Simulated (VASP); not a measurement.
Runs of VASP 6.6.1 on CdTe. The structure is that of space group P4/mmm (No. 123), or close to it. The cells are those of the table. 

```tsv
cell	k mesh	gap on the mesh (eV)	pressure (GPa)
a = 3.092, b = 3.092, c = 6.389 Å, 2 atoms	5 × 5 × 4	none	0.1
a = 4.477, b = 4.477, c = 3.027 Å, 2 atoms	4 × 4 × 7	none	(a)
a = 3.081, b = 3.081, c = 6.380 Å, 2 atoms	5 × 5 × 4	none	0.4
a = 4.238, b = 4.238, c = 3.562 Å, 2 atoms	5 × 5 × 5	none	0.0
a = 3.660, b = 3.660, c = 4.016 Å, 2 atoms	5 × 5 × 5	none	0.0
```

Alike in all rows: task single point; level PBE; potentials or basis VASP PAW PBE potentials, release 64 (Cd, Te); no spin polarisation; cutoff (eV) 500; smearing gaussian 0.2 eV.

Question: Fill in the values left out.

Answer: (a) -0.1.

Caveats: some runs use coarse meshes; spin-orbit coupling is left out, which moves the levels of the heavy elements.

A k mesh can miss the band edges, and the runs leave out spin-orbit coupling on Cd, Te.

A gap of «none» marks levels without a gap at the run's occupations.
